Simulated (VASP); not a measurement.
Write the native input for VASP 6.6.1 that does the following.

```yaml
Task: single point
Functional: PBE
Potentials_or_basis: VASP PAW PBE potentials, release 64 (Sn_d, S)
Cutoff: 520 eV
k_mesh: 6 × 6 × 6
Occupations: gaussian, width 0.1 eV
Spin: no spin polarisation
Dipole_correction: no
Further_INCAR_settings: ALGO = Normal; EDIFF = 1e-06; NBANDS = 24
```

The structure of SnS3 lies in POSCAR:

```
SnS3
1.0
   -1.8421641356      1.8421641356      6.5057592720
    1.8421641356     -1.8421641356      6.5057592720
    1.8421641356      1.8421641356     -6.5057592720
Sn S
1 3
Direct
    0.0000000000      0.0000000000      0.0000000000
    0.7500000000      0.2500000000      0.5000000000
    0.2500000000      0.7500000000      0.5000000000
    0.5000000000      0.5000000000      0.0000000000
```

The cell was built from a structure type or drawn by symmetry, and may not be a known phase.

One way to write it, as run:

INCAR

```
SYSTEM = SnS3
PREC     = Accurate       ! precision mode
ENCUT    = 520            ! plane-wave cutoff, eV
EDIFF    = 1E-6           ! SCF threshold, eV
ISMEAR   = 0              ! smearing method
SIGMA    = 0.1            ! smearing width, eV
LREAL    = .False.        ! projectors in reciprocal space
LASPH    = .True.         ! aspherical terms in the spheres
NELM     = 80             ! most SCF steps
ALGO     = Normal         ! electronic algorithm
ISIF     = 2              ! what is computed and relaxed
LWAVE    = .False.        ! write WAVECAR
LCHARG   = .False.        ! write CHGCAR
GGA      = PE             ! functional
NBANDS   = 24             ! bands
```

KPOINTS

```
regular mesh
0
Gamma
  6 6 6
  0 0 0
```

Potentials or basis: VASP PAW PBE potentials, release 64 (Sn_d, S).

Launch:

```sh
$ cat potpaw_PBE.64/Sn_d/POTCAR potpaw_PBE.64/S/POTCAR > POTCAR
$ mpirun -np 1 vasp_std > vasp.out
```

It gave:

The pressure is 0.0 GPa. The band gap on the k mesh is zero (bands 16 and 17 overlap by 1.33 eV).

Caveat: spin-orbit coupling is left out, which moves the levels of the heavy elements.

Wall time 120 s on 1 thread of Intel(R) Xeon(R) 6975P-C (Granite Rapids), on a shared host, peak memory 0.39 GiB.
